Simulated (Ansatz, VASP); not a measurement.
# Cd in VASP and in Ansatz

Contents of INCAR:

```
SYSTEM = Cd
ALGO = Normal ; EDIFF = 1E-6
EDIFFG = -0.005 ; ENCUT = 600
GGA = RP ; IBRION = 2
ISIF = 3 ; ISMEAR = 0
ISPIN = 2 ; LASPH = .True.
LCHARG = .False. ; LORBIT = 11
LREAL = .False. ; LWAVE = .False.
MAGMOM = 0.5 -0.5 ; NELM = 150
NSW = 80 ; PREC = Accurate
SIGMA = 0.05
```

File KPOINTS:

```
k-points
0
Gamma
  10 10 5
  0 0 0
```

The input POSCAR:

```
Cd
1.0
    2.9788700000      0.0000000000      0.0000000000
   -1.4894350000      2.5797770946      0.0000000000
    0.0000000000      0.0000000000      5.6176500000
Cd
2
Direct
    0.6666666667      0.3333333333      0.7500000000
    0.3333333333      0.6666666667      0.2500000000
```

Contents of input.yaml:

```yaml
crystal:
  lattice:
    - [2.97887, 0.0, 0.0]
    - [-1.489435, 2.5797770946, 0.0]
    - [0.0, 0.0, 5.61765]
  atoms:
    - { symbol: Cd, position: [0.6666666667, 0.3333333333, 0.75], spin: 0.5 }
    - { symbol: Cd, position: [0.3333333333, 0.6666666667, 0.25], spin: -0.5 }
kpoints:
  mp_grid: { grid: [10, 10, 5] }
scf:
  occupations: { method: gaussian, width: 0.05 }
hamiltonian:
  xc: rpbe
  pseudopotentials:
    kind: all_electron
    lapw: { basis_error: 0.001 }
    dirac_shells: { Cd: ["3p", "3d"] }
magnetization:
  spin_polarized: true
output:
  forces: true
  stress: true
relax:
  f_tol: 0.005
  max_steps: 60
  cell: {}
```

Alike in both runs: task relaxation of cell and atoms; functional RPBE; k mesh 10 × 10 × 5; occupations gaussian, width 0.05 eV; collinear spin.

|  | VASP | Ansatz |
| --- | --- | --- |
| version | VASP 6.6.1 | Ansatz 0.2.0 |
| potentials or method | VASP PAW PBE potentials, release 64 (Cd), cutoff 600 eV | all-electron LAPW, inner shells corrected to Dirac's equation |

Ansatz gave:

```
net moment per atom (μB)                                                      : 0.00
relaxed volume (Å³/atom)                                                      : 24.10
relaxed length of the cell vector where the two differ most in proportion (Å) : 3.095
```

**Question.** Which values does VASP return?

**Answer.** net moment per atom (μB): 0.00; relaxed volume (Å³/atom): 24.21; relaxed length of the cell vector where the two differ most in proportion (Å): 3.103.

VASP's potentials were made for PBE, not for RPBE. Ansatz ran all-electron here, and VASP with PAW potentials.
